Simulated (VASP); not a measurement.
Input of a VASP 6.6.1 run:

Contents of INCAR:

```
PREC = Accurate
ENCUT = 520
EDIFF = 1E-7
ISMEAR = -1
SIGMA = 0.02
LREAL = F
LASPH = T
NELM = 150
ALGO = Normal
ISIF = 2
LWAVE = F
LCHARG = F
LNONCOLLINEAR = T
MAGMOM = 0 0 0 0 0 0 0 0 0 0 0 0
LORBIT = 11
LSORBIT = T
GGA_COMPAT = F
LORBMOM = T
GGA = PE
NBANDS = 50
```

File KPOINTS:

```
Automatic mesh
0
Gamma
  12 12 4
```

The input POSCAR:

```
CdS
1.0
    4.1646012805      0.0000000000      0.0000000000
   -2.0823006403      3.6066505056      0.0000000000
    0.0000000000      0.0000000000      6.7660104844
Cd S
2 2
Direct
    0.3333333333      0.6666666667     -0.0009631161
    0.6666666667      0.3333333333      0.4990368839
    0.3333333333      0.6666666667      0.3759631161
    0.6666666667      0.3333333333      0.8759631161
```

Potentials or basis: VASP PAW PBE potentials, release 64 (Cd, S).

Launch:

```sh
$ cat potpaw_PBE.64/Cd/POTCAR potpaw_PBE.64/S/POTCAR > POTCAR
$ mpirun -np 1 vasp_ncl > vasp.out
```

Q: Estimate the net moment.

A: 0.00 μB per cell.

Q: Estimate the pressure.

A: 1.7 GPa.

Moments on the atoms (μB; x, y, z):
```
Cd  0.00 0.00 0.00
Cd  0.00 0.00 0.00
S   0.00 0.00 0.00
S   0.00 0.00 0.00
```
